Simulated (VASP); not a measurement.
Li2Se: single point with revPBE+D3(BJ)

The system is Li2Se.

```
Li Se
1.0
     0.00000    2.97238    2.97238
     2.97238    0.00000    2.97238
     2.97238    2.97238    0.00000
Li Se
2 1
Direct
  0.25000 0.25000 0.25000
  0.75000 0.75000 0.75000
  0.00000 0.00000 0.00000
```

```json
{"Program": "VASP 6.6.1", "Task": "single point", "Functional": "revPBE", "Dispersion": "D3(BJ)", "Potentials or basis": "VASP PAW PBE potentials, release 64 (Li_sv, Se)", "Cutoff": "750 eV", "k mesh": "6 × 6 × 6", "Occupations": "gaussian, width 0.01 eV", "Spin": "non-collinear spin, zero start, spin-orbit coupling", "Starting moments": "[[0.0, 0.0, 0.0], [0.0, 0.0, 0.0], [0.0, 0.0, 0.0]] μB"}
```

| Quantity | Value |
| --- | --- |
| Pressure | -3.0 GPa |
| Net moment | 0.00 μB per cell |
| Valence electrons inside the program's atomic spheres | Li 2.07; Se 3.95 |
| Dispersion energy per atom | -0.524 eV |

Moments on the atoms (μB; x, y, z):
```
Li  0.00 0.00 0.00
Li  0.00 0.00 0.00
Se  0.00 0.00 0.00
```

It took 4.1 min on 1 thread of Intel Xeon 8259CL, with other jobs on the host, peak memory 0.51 GiB.

Caveat: three body term missing; the cell stands under tension; the PAW data sets were made with another functional, which shifts forces and pressure a little.
